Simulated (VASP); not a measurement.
Runs of VASP 6.6.1 on WSeS. The structure is that of space group P-3m1 (No. 164), or close to it. The cells are those of the table. 

```csv
cell,gap on the mesh (eV),pressure (GPa),largest force (eV/Å)
"a = 3.277, b = 3.277, c = 13.577 Å, angles 90.0, 90.0, 120.0°, 6 atoms",1.17,-8.1,0.71
"a = 3.219, b = 3.219, c = 13.338 Å, angles 90.0, 90.0, 120.0°, 6 atoms",1.17,(a),0.26
"a = 3.189, b = 3.189, c = 13.215 Å, angles 90.0, 90.0, 120.0°, 6 atoms",1.16,(b),0.80
"a = 3.305, b = 3.305, c = 13.694 Å, angles 90.0, 90.0, 120.0°, 6 atoms",1.17,-10.8,1.09
"a = 3.333, b = 3.333, c = 13.808 Å, angles 90.0, 90.0, 120.0°, 6 atoms",1.17,-13.2,1.44
"a = 3.159, b = 3.159, c = 13.090 Å, angles 90.0, 90.0, 120.0°, 6 atoms",1.15,8.3,1.40
"a = 3.248, b = 3.248, c = 13.459 Å, angles 90.0, 90.0, 120.0°, 6 atoms",1.17,(c),0.29
```

Alike in all rows: task single point; level LDA; potentials or basis VASP PAW LDA potentials, release 64 (W_sv, Se, S); no spin polarisation; k mesh 8 × 8 × 2; cutoff (eV) 520; smearing methfessel-paxton 0.1 eV.

Problem. Fill in the values left out.

Solution. (a) -1.1; (b) 3.3; (c) -4.8.

Caveats: spin-orbit coupling is left out, which moves the levels of the heavy elements; the cell stands under tension (at least some runs); forces of over 1 eV/Å act on the atoms, so gaps and moduli don't describe the material at rest (at least some runs); the cell stands under pressure (at least some runs).

A k mesh can miss the band edges, and the runs leave out spin-orbit coupling on Se, W.
